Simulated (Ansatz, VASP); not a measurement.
**One calculation of InP, two programs**

INCAR

```
SYSTEM = InP
ALGO     = Normal         ! electronic algorithm
EDIFF    = 1E-8           ! SCF threshold, eV
ENCUT    = 520            ! plane-wave cutoff, eV
ISIF     = 2              ! what is computed and relaxed
ISMEAR   = -1             ! smearing method
LASPH    = .True.         ! aspherical terms in the spheres
LCHARG   = .False.        ! write CHGCAR
LEFG     = .True.       
LREAL    = .False.        ! projectors in reciprocal space
LWAVE    = .False.        ! write WAVECAR
NBANDS   = 16             ! bands
NELM     = 60             ! most SCF steps
PREC     = Accurate       ! precision mode
SIGMA    = 0.05           ! smearing width, eV
```

The input KPOINTS:

```
k-points
0
Gamma
  11 11 11
  0 0 0
```

File POSCAR:

```
InP
1.0
    0.0000000000      2.8550000000      2.8264500000
    2.8550000000      0.0000000000      2.8264500000
    2.8550000000      2.8550000000      0.0000000000
In P
1 1
Direct
    0.0000000000      0.0000000000      0.0000000000
    0.5000000000      0.5000000000      0.5000000000
```

Input for Ansatz:

```yaml
crystal:
  lattice:
    - [0.0, 2.855, 2.82645]
    - [2.855, 0.0, 2.82645]
    - [2.855, 2.855, 0.0]
  atoms:
    - { symbol: In, position: [0.0, 0.0, 0.0] }
    - { symbol: P, position: [0.5, 0.5, 0.5] }
kpoints:
  mp_grid: { grid: [11, 11, 11] }
scf:
  occupations: { method: fermi_dirac, width: 0.05 }
hamiltonian:
  xc: lda
  pseudopotentials: { kind: paw }
output:
  forces: true
  stress: true
  eigenvalues: true
  efg: { contact_densities: true }
```

Change from the starting cell: zz strain of -1 %, PAW files.

Alike in both runs: task electric field gradients; functional LDA; k mesh 11 × 11 × 11; occupations fermi-dirac, width 0.05 eV; no spin polarisation.

```csv
,VASP,Ansatz
version,VASP 6.6.1,Ansatz 0.2.0
potentials or method,"VASP PAW LDA potentials, release 64 (In_d, P)","PAW with Ansatz's default frozen-core files, scalar-relativistic"
plane-wave cutoff (eV),520,420
valence electrons in the cell,18,18
```

Ansatz gave:

| Item | Value |
| --- | --- |
| pressure (GPa) | -9.3 |
| traceless stress, the component that is largest in VASP (GPa) | 0.50 |
| size of Vzz on the site where it differs most (V/Å²) | 9.1 |

Question: Which values does VASP return?

Answer: Pressure (GPa): -9.3; traceless stress, the component that is largest in VASP (GPa): 0.50; size of Vzz on the site where it differs most (V/Å²): 9.6.

LDA's correlation is that of Perdew and Zunger in VASP and of Perdew and Wang (1992) in Ansatz.
